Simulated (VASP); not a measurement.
Set up this calculation in VASP 6.6.1, as the native input.

* Task: single point
* Functional: r2SCAN
* Potentials or basis: VASP PAW PBE potentials, release 64 (Mg, Se)
* Cutoff: 660 eV
* k mesh: 4 × 4 × 4
* Occupations: gaussian, width 0.02 eV
* Spin: no spin polarisation
* Dipole correction: no
* Further INCAR settings: ALGO = Normal; EDIFF = 1e-06; NBANDS = 40

The system is MgSe2.

```
Mg Se
1.0
     6.47488    0.00000    0.00000
     0.00000    6.47488    0.00000
     0.00000    0.00000    6.47488
Mg Se
4 8
Cartesian
  3.2374 3.2374 0.0000
  3.2374 0.0000 3.2374
  0.0000 3.2374 3.2374
  0.0000 0.0000 0.0000
  0.6866 5.7883 2.5508
  5.7883 2.5508 0.6866
  2.5508 0.6866 5.7883
  3.9241 3.9241 3.9241
  5.7883 0.6866 3.9241
  0.6866 3.9241 5.7883
  3.9241 5.7883 0.6866
  2.5508 2.5508 2.5508
```

The input as run:

POSCAR

```
MgSe2
1.0
    6.4748753480      0.0000000000      0.0000000000
    0.0000000000      6.4748753480      0.0000000000
    0.0000000000      0.0000000000      6.4748753480
Mg Se
4 8
Direct
    0.5000000000      0.5000000000      0.0000000000
    0.5000000000      0.0000000000      0.5000000000
    0.0000000000      0.5000000000      0.5000000000
    0.0000000000      0.0000000000      0.0000000000
    0.1060431700      0.8939568300      0.3939568300
    0.8939568300      0.3939568300      0.1060431700
    0.3939568300      0.1060431700      0.8939568300
    0.6060431700      0.6060431700      0.6060431700
    0.8939568300      0.1060431700      0.6060431700
    0.1060431700      0.6060431700      0.8939568300
    0.6060431700      0.8939568300      0.1060431700
    0.3939568300      0.3939568300      0.3939568300
```

INCAR.step1

```
SYSTEM = MgSe2
ALGO = Normal
EDIFF = 1E-5
ENCUT = 660
GGA = PE
GGA_COMPAT = .False.
ISMEAR = 0
LASPH = .True.
LCHARG = .False.
LREAL = .False.
LWAVE = .True.
NBANDS = 40
NELM = 120
PREC = Accurate
SIGMA = 0.02
```

INCAR.step2

```
SYSTEM = MgSe2
ALGO = Normal
EDIFF = 1E-6
ENCUT = 660
GGA_COMPAT = .False.
ISIF = 2
ISMEAR = 0
ISTART = 1
LASPH = .True.
LCHARG = .True.
LELF = .True.
LMIXTAU = .True.
LREAL = .False.
LVHAR = .True.
LWAVE = .False.
METAGGA = R2SCAN
NBANDS = 40
NELM = 120
PREC = Accurate
SIGMA = 0.02
```

KPOINTS

```
k-points
0
Gamma
  4 4 4
  0 0 0
```

Potentials or basis: VASP PAW PBE potentials, release 64 (Mg, Se).

Command:

```sh
$ cat potpaw_PBE.64/Mg/POTCAR potpaw_PBE.64/Se/POTCAR > POTCAR
$ cp INCAR.step1 INCAR
$ mpirun -np 1 vasp_std > vasp.out
$ cp INCAR.step2 INCAR
$ mpirun -np 1 vasp_std > vasp.out
```

It gave:

```
Pressure               : -0.3 GPa
Band gap on the k mesh : 2.07 eV (least direct gap 2.18 eV)
```

Caveat: the PAW data sets were made with another functional, which shifts forces and pressure a little.

Wall time 16 min on 1 thread of Oxide Virtual Turin-like Processor, on a shared host, peak memory 0.47 GiB.
